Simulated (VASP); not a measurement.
# P (P4/mmm) in VASP: a series of runs, part 2 of 2

VASP 6.6.1.

### Step 4. Electric field gradients, PBEsol (volume scaled by 0.98)

Contents of INCAR:

```
SYSTEM = P
PREC = Accurate ; ENCUT = 400
EDIFF = 1E-8 ; ISMEAR = -1
SIGMA = 0.08 ; LREAL = .False.
LASPH = .True. ; NELM = 120
ALGO = Normal ; ISIF = 2
LWAVE = .False. ; LCHARG = .False.
GGA = PS ; LEFG = .True.
NBANDS = 8 ; GGA_COMPAT = .False.
```

Contents of KPOINTS:

```
Automatic mesh
0
Gamma
  10 10 9
  0 0 0
```

Contents of POSCAR:

```
P
1.0
    4.2442267795      0.0000000000      0.0000000000
    0.0000000000      4.2442267795      0.0000000000
    0.0000000000      0.0000000000      4.3486165643
P
1
Direct
    0.0000000000      0.0000000000      0.0000000000
```

Potentials or basis: VASP PAW PBE potentials, release 64 (P).

Launch:

```sh
$ cat potpaw_PBE.64/P/POTCAR > POTCAR
$ mpirun -np 1 vasp_std > vasp.out
```

OUTCAR:

```text
SYSTEM = P
   PREC = Accurate
   ENCUT = 400
   EDIFF = 1E-8
   ISMEAR = -1
   LREAL = .False.
   LASPH = .True.
   NELM = 120
   ISIF = 2
   GGA = PS

 ion  position               nearest neighbor table
   1  0.000  0.000  0.000-

  LATTYP: Found a simple tetragonal cell.
 ALAT       =     4.2442267795
 C/A-ratio  =     1.0245957132

  Lattice vectors:

 A1 = (   4.2442267795,   0.0000000000,   0.0000000000)
 A2 = (   0.0000000000,   4.2442267795,   0.0000000000)
 A3 = (   0.0000000000,   0.0000000000,   4.3486165643)

Analysis of symmetry for initial positions (statically):
=====================================================================
 Subroutine PRICEL returns:
 Original cell was already a primitive cell.

 Routine SETGRP: Setting up the symmetry group for a
 simple tetragonal supercell.

 Subroutine GETGRP returns: Found 16 space group operations
 (whereof 16 operations were pure point group operations)
 out of a pool of 16 trial point group operations.

The static configuration has the point symmetry D_4h.

Analysis of symmetry for dynamics (positions and initial velocities):
=====================================================================
 Subroutine PRICEL returns:
 Original cell was already a primitive cell.

 Routine SETGRP: Setting up the symmetry group for a
 simple tetragonal supercell.

 Subroutine GETGRP returns: Found 16 space group operations
 (whereof 16 operations were pure point group operations)
 out of a pool of 16 trial point group operations.

[... 153 lines left out ...]
 k-point     1 :       0.0000    0.0000    0.0000
  band No.  band energies     occupation
      1     -11.7663      2.00000
      2      -2.5570      0.00627
      3      -2.4450      0.00155
      4      -2.4450      0.00155
      5       1.6266      0.00000
      6       4.4251      0.00000
      7       4.5074      0.00000
      8       9.0964      0.00000
[... 243 lines left out ...]
 k-point    24 :       0.2000    0.0000    0.1111
  band No.  band energies     occupation
      1     -11.6894      2.00000
      2      -3.0180      1.00020
      3      -2.6790      0.02850
      4      -2.3802      0.00069
      5       2.3913      0.00000
      6       4.7795      0.00000
      7       5.1273      0.00000
      8       7.1253      0.00000

 [... further k-points ...]

------------------------ aborting loop because EDIFF is reached ----------------------------------------

  FORCE on cell =-STRESS in cart. coord.  units (eV):
  Direction    XX          YY          ZZ          XY          YZ          ZX
  --------------------------------------------------------------------------------------
  -------------------------------------------------------------------------------------
  Total       -2.0171200     -2.0171200     -1.7808480      0.0000000      0.0000000      0.0000000
  in kB      -41.2566576    -41.2566576    -36.4241282      0.0000000      0.0000000      0.0000000
  external PRESSURE =     -39.6458144 kB  Pullay stress =       0.0000000 kB

 VOLUME and BASIS-vectors are now :
 -----------------------------------------------------------------------------
  energy-cutoff  :      400.00
  volume of cell :       78.33
      direct lattice vectors                 reciprocal lattice vectors
     4.244226779  0.000000000  0.000000000     0.235614177  0.000000000  0.000000000
     0.000000000  4.244226779  0.000000000     0.000000000  0.235614177  0.000000000
     0.000000000  0.000000000  4.348616564     0.000000000  0.000000000  0.229958191

 POSITION                                       TOTAL-FORCE (eV/Angst)
 -----------------------------------------------------------------------------------
      0.00000      0.00000      0.00000         0.000000      0.000000      0.000000
 -----------------------------------------------------------------------------------
    total drift:                               -0.000000      0.000000     -0.000000

  FREE ENERGIE OF THE ION-ELECTRON SYSTEM (eV)
  ---------------------------------------------------
  free  energy   TOTEN  =        -1.2446724136 eV

  energy  without entropy=       -1.1746708038  energy(sigma->0) =       -1.20967161

 Electric field gradients (V/A^2)
---------------------------------------------------------------------
 ion       V_xx      V_yy      V_zz      V_xy      V_xz      V_yz
---------------------------------------------------------------------
   1       0.368     0.368    -0.735    -0.000     0.000    -0.000
---------------------------------------------------------------------

 Electric field gradients after diagonalization (V/A^2)
 (convention: |V_zz| > |V_xx| > |V_yy|)
----------------------------------------------------------------------
 ion       V_xx      V_yy      V_zz     asymmetry (V_yy - V_xx)/ V_zz
----------------------------------------------------------------------
   1       0.368     0.368    -0.735       0.000
----------------------------------------------------------------------

           NMR quadrupolar parameters

 Cq : quadrupolar parameter    Cq=e*Q*V_zz/h
 eta: asymmetry parameters     (V_yy - V_xx)/ V_zz
 Q  : nuclear electric quadrupole moment in mb (millibarn)
----------------------------------------------------------------------
 ion       Cq(MHz)       eta       Q (mb)
----------------------------------------------------------------------
   1      -0.002       0.000       1.000
----------------------------------------------------------------------
```

OSZICAR:

```text
N       E                     dE             d eps       ncg     rms          rms(c)
DAV:   1     0.650688619647E+01    0.65069E+01   -0.11295E+03  1680   0.291E+02
DAV:   2    -0.940428439313E+00   -0.74473E+01   -0.73109E+01  2376   0.424E+01
DAV:   3    -0.126130156597E+01   -0.32087E+00   -0.30678E+00  2112   0.892E+00
DAV:   4    -0.126379571189E+01   -0.24941E-02   -0.24910E-02  2928   0.872E-01
DAV:   5    -0.126379841764E+01   -0.27057E-05   -0.27060E-05  2208   0.229E-02    0.609E-01
DAV:   6    -0.124722209717E+01    0.16576E-01   -0.29172E-02  2128   0.644E-01    0.326E-01
DAV:   7    -0.124365324591E+01    0.35689E-02   -0.28305E-02  2160   0.663E-01    0.156E-01
DAV:   8    -0.124459830785E+01   -0.94506E-03   -0.11213E-03  2104   0.159E-01    0.282E-02
DAV:   9    -0.124461600808E+01   -0.17700E-04   -0.12666E-05  2904   0.200E-02    0.913E-03
DAV:  10    -0.124466750797E+01   -0.51500E-04   -0.68929E-05  1880   0.350E-02    0.238E-03
DAV:  11    -0.124467220967E+01   -0.47017E-05   -0.10059E-05  1936   0.124E-02    0.160E-03
DAV:  12    -0.124467225405E+01   -0.44378E-07   -0.33951E-07  2424   0.250E-03    0.435E-04
DAV:  13    -0.124467239233E+01   -0.13827E-06   -0.24583E-07  1912   0.225E-03    0.352E-04
DAV:  14    -0.124467242251E+01   -0.30188E-07   -0.43319E-09  2744   0.368E-04    0.581E-05
DAV:  15    -0.124467241358E+01    0.89315E-08   -0.14332E-09  2104   0.187E-04
   1 F= -.12446724E+01 E0= -.12096716E+01  d E =-.700016E-01
```

Run time: 13 s. Hardware: 1 thread of Intel Xeon 6975P-C (Granite Rapids), shared host; peak memory 0.17 GiB.

Results:

| Quantity | Value |
| --- | --- |
| Free energy | -1.2447 eV |
| Pressure | -4.0 GPa |

Electric field gradients, principal values (V/Å²):
```
atom  least  middle  greatest (by size)
 1 P  0.368   0.368              -0.735
```

Caveat: without QUAD_EFG the Cq values of the log hold for a quadrupole moment of 1 mb, not for the nuclei; the PAW data sets were made with another functional, which shifts forces and pressure a little.

### Step 5. Electric field gradients, PBEsol (zz strain of -2 %)

Contents of INCAR:

```
PREC = Accurate
ENCUT = 400
EDIFF = 1E-8
ISMEAR = -1
SIGMA = 0.08
LREAL = F
LASPH = T
NELM = 120
ALGO = Normal
ISIF = 2
LWAVE = F
LCHARG = F
GGA = PS
LEFG = T
NBANDS = 8
GGA_COMPAT = F
```

Contents of KPOINTS:

```
Automatic mesh
0
Gamma
  10 10 9
```

Contents of POSCAR:

```
P
1.0
    4.2729048574      0.0000000000      0.0000000000
    0.0000000000      4.2729048574      0.0000000000
    0.0000000000      0.0000000000      4.2904400000
P
1
Direct
    0.0000000000      0.0000000000      0.0000000000
```

Potentials or basis: VASP PAW PBE potentials, release 64 (P).

Launch:

```sh
$ cat potpaw_PBE.64/P/POTCAR > POTCAR
$ mpirun -np 1 vasp_std > vasp.out
```

OUTCAR:

```text
PREC = Accurate
   ENCUT = 400
   EDIFF = 1E-8
   ISMEAR = -1
   LREAL = F
   LASPH = T
   NELM = 120
   ISIF = 2
   GGA = PS

 ion  position               nearest neighbor table
   1  0.000  0.000  0.000-

  LATTYP: Found a simple tetragonal cell.
 ALAT       =     4.2729048574
 C/A-ratio  =     1.0041037990

  Lattice vectors:

 A1 = (   4.2729048574,   0.0000000000,   0.0000000000)
 A2 = (   0.0000000000,   4.2729048574,   0.0000000000)
 A3 = (   0.0000000000,   0.0000000000,   4.2904400000)

Analysis of symmetry for initial positions (statically):
=====================================================================
 Subroutine PRICEL returns:
 Original cell was already a primitive cell.

 Routine SETGRP: Setting up the symmetry group for a
 simple tetragonal supercell.

 Subroutine GETGRP returns: Found 16 space group operations
 (whereof 16 operations were pure point group operations)
 out of a pool of 16 trial point group operations.

The static configuration has the point symmetry D_4h.

Analysis of symmetry for dynamics (positions and initial velocities):
=====================================================================
 Subroutine PRICEL returns:
 Original cell was already a primitive cell.

 Routine SETGRP: Setting up the symmetry group for a
 simple tetragonal supercell.

 Subroutine GETGRP returns: Found 16 space group operations
 (whereof 16 operations were pure point group operations)
 out of a pool of 16 trial point group operations.

The dynamic configuration has the point symmetry D_4h.

 Subroutine INISYM returns: Found 16 space group operations
 (whereof 16 operations are pure point group operations),
 and found     1 'primitive' translations

----------------------------------------------------------------------------------------

                                     Primitive cell

  volume of cell :      78.3336

  direct lattice vectors                    reciprocal lattice vectors
     4.272904857  0.000000000  0.000000000     0.234032826  0.000000000  0.000000000
     0.000000000  4.272904857  0.000000000     0.000000000  0.234032826  0.000000000
     0.000000000  0.000000000  4.290440000     0.000000000  0.000000000  0.233076328

  length of vectors
     4.272904857  4.272904857  4.290440000     0.234032826  0.234032826  0.233076328

  position of ions in fractional coordinates (direct lattice)
     0.000000000  0.000000000  0.000000000

  ion indices of the primitive-cell ions
   primitive index   ion index
                 1           1

----------------------------------------------------------------------------------------

 KPOINTS: Automatic mesh

Automatic generation of k-mesh.
 Grid dimensions read from file:
 generate k-points for:   10   10    9

 Generating k-lattice:

  Cartesian coordinates                     Fractional coordinates (reciprocal lattice)
[... 65 lines left out ...]
   NFREE  =      0    steps in history (QN), initial steepest desc. (CG)
   ISIF   =      2    stress and relaxation
   ISYM   =      2    0-nonsym 1-usesym 2-fastsym
   POTIM  = 0.5000    time-step for ionic-motion
   TEBEG  =    0.0;   TEEND  =   0.0 temperature during run
   PSTRESS=    0.0 pullay stress
   NELECT =       5.0000    total number of electrons
   NUPDOWN=      -1.0000    fix difference up-down
   EMIN   =  10.00;   EMAX   =-10.00  energy-range for DOS
   EFERMI =   0.00;   METHOD = LEGACY
   ISMEAR =    -1;   SIGMA  =   0.08  broadening in eV -4-tet -1-fermi 0-gaus
   EFERMI_NEDOS =   21; number of points for ismear=-14 and -15
   IALGO  =     38    algorithm
   IMIX   =      4    mixing-type and parameters
     AMIX     =   0.40;   BMIX     =  1.00
     AMIX_MAG =   1.60;   BMIX_MAG =  1.00
  volume/ion in A,a.u.               =      78.33       528.62
  Fermi-wavevector in a.u.,A,eV,Ry     =   0.654258  1.236367  5.824014  0.428053
  Thomas-Fermi vector in A             =   1.724758
   LORBIT       =      0    0 simple, 1 ext, 2 COOP (PROOUT), +10 PAW based schemes
   GGA     = PS    functional components
   LHFCALC =     F    Hartree Fock is set to
   AEXX    =    0.0000 exact exchange contribution
   IVDW    =     0    specifies the selected vdW correction
   LEPSILON=     F    determine dielectric tensor
   LRPA    =     F    only Hartree local field effects (RPA)
 non-spin polarized calculation
  energy-cutoff  :      400.00
  volume of cell :       78.33
 maximum number of plane-waves:      1452
 NGX is ok and might be reduce to    28
   NGX = 13   NGY = 13   NGZ = 13

 number of electron       5.0000003 magnetization

 Free energy of the ion-electron system (eV)
  ---------------------------------------------------
  ext. energy  EPLUGINS =         0.00000000
  ---------------------------------------------------
  free energy    TOTEN  =        -1.24270889 eV

  energy without entropy =       -1.17258140  energy(sigma->0) =       -1.20764514

 E-fermi :  -3.0180     XC(G=0):  -5.1137

 val. band max:       -3.0269603144   @ k =   0.2000   0.0000   0.1111
 cond. band min:      -3.0123236961   @ k =   0.4000   0.3000   0.4444
 fundamental gap:      0.0146366183
 Fermi energy:        -3.0180466186

 k-point     1 :       0.0000    0.0000    0.0000
  band No.  band energies     occupation
      1     -11.7657      2.00000
      2      -2.4965      0.00295
      3      -2.4766      0.00230
      4      -2.4766      0.00230
      5       1.6265      0.00000
      6       4.4580      0.00000
      7       4.4724      0.00000
      8       9.1416      0.00000
[... 243 lines left out ...]
 k-point    24 :       0.2000    0.0000    0.1111
  band No.  band energies     occupation
      1     -11.6899      2.00000
      2      -3.0270      1.05565
      3      -2.6372      0.01697
      4      -2.4119      0.00102
      5       2.3922      0.00000
      6       4.7943      0.00000
      7       5.0991      0.00000
      8       7.1911      0.00000

 [... further k-points ...]

------------------------ aborting loop because EDIFF is reached ----------------------------------------

  FORCE on cell =-STRESS in cart. coord.  units (eV):
  Direction    XX          YY          ZZ          XY          YZ          ZX
  --------------------------------------------------------------------------------------
  -------------------------------------------------------------------------------------
  Total       -1.9554131     -1.9554131     -1.9005003      0.0000000      0.0000000      0.0000000
  in kB      -39.9945518    -39.9945518    -38.8714063      0.0000000      0.0000000      0.0000000
  external PRESSURE =     -39.6201700 kB  Pullay stress =       0.0000000 kB

 VOLUME and BASIS-vectors are now :
 -----------------------------------------------------------------------------
  energy-cutoff  :      400.00
  volume of cell :       78.33
      direct lattice vectors                 reciprocal lattice vectors
     4.272904857  0.000000000  0.000000000     0.234032826  0.000000000  0.000000000
     0.000000000  4.272904857  0.000000000     0.000000000  0.234032826  0.000000000
     0.000000000  0.000000000  4.290440000     0.000000000  0.000000000  0.233076328

 POSITION                                       TOTAL-FORCE (eV/Angst)
 -----------------------------------------------------------------------------------
      0.00000      0.00000      0.00000         0.000000      0.000000      0.000000
 -----------------------------------------------------------------------------------
    total drift:                               -0.000000      0.000000      0.000000

  FREE ENERGIE OF THE ION-ELECTRON SYSTEM (eV)
  ---------------------------------------------------
  free  energy   TOTEN  =        -1.2427088895 eV

  energy  without entropy=       -1.1725813991  energy(sigma->0) =       -1.20764514

 Electric field gradients (V/A^2)
---------------------------------------------------------------------
 ion       V_xx      V_yy      V_zz      V_xy      V_xz      V_yz
---------------------------------------------------------------------
   1      -0.070    -0.070     0.141     0.000     0.000    -0.000
---------------------------------------------------------------------

 Electric field gradients after diagonalization (V/A^2)
 (convention: |V_zz| > |V_xx| > |V_yy|)
----------------------------------------------------------------------
 ion       V_xx      V_yy      V_zz     asymmetry (V_yy - V_xx)/ V_zz
----------------------------------------------------------------------
   1      -0.070    -0.070     0.141       0.000
----------------------------------------------------------------------

           NMR quadrupolar parameters

 Cq : quadrupolar parameter    Cq=e*Q*V_zz/h
 eta: asymmetry parameters     (V_yy - V_xx)/ V_zz
 Q  : nuclear electric quadrupole moment in mb (millibarn)
----------------------------------------------------------------------
 ion       Cq(MHz)       eta       Q (mb)
----------------------------------------------------------------------
   1       0.000       0.000       1.000
----------------------------------------------------------------------
```

stdout:

```text
POSCAR found type information on POSCAR P
 POSCAR found :  1 types and       1 ions
 scaLAPACK will be used
 -----------------------------------------------------------------------------
|                                                                             |
|                                                                             |
|     You enforced a specific xc type in the INCAR file but a different       |
|     I HOPE YOU KNOW WHAT YOU ARE DOING!                                     |
|                                                                             |
 -----------------------------------------------------------------------------

 LDA part: xc-table for (Slater+PW92), standard interpolation
 POSCAR, INCAR and KPOINTS ok, starting setup
 FFT: planning ... GRIDC
 FFT: planning ... GRID_SOFT
 FFT: planning ... GRID
 WAVECAR not read
 entering main loop
ion   1
```

Wall time 12 s (1 thread of Intel Xeon 6975P-C (Granite Rapids), shared host); peak memory 0.17 GiB.

Results:

```
Free energy : -1.2427 eV
Pressure    : -4.0 GPa
```

Caveat: the cell differs from its parent crystal (zz strain of -2 %); without QUAD_EFG the Cq values of the log hold for a quadrupole moment of 1 mb, not for the nuclei; the PAW data sets were made with another functional, which shifts forces and pressure a little.

### Step 6. Summary

| cell | gap on the mesh (eV) | pressure (GPa) |
| --- | --- | --- |
| a = 4.187, b = 4.187, c = 4.378 Å, 1 atom | none | -4.2 |
| a = 4.244, b = 4.244, c = 4.349 Å, 1 atom | none | -4.0 |
| a = 4.273, b = 4.273, c = 4.290 Å, 1 atom | none | -4.0 |

Alike in all rows: task electric field gradients; level PBEsol; potentials or basis VASP PAW PBE potentials, release 64 (P); no spin polarisation; k mesh 10 × 10 × 9; cutoff (eV) 400; smearing fermi-dirac 0.08 eV.

Caveats: the PAW data sets were made with another functional, which shifts forces and pressure a little.

Total energies depend on the potentials used, so only differences within one code and one set of settings carry meaning.
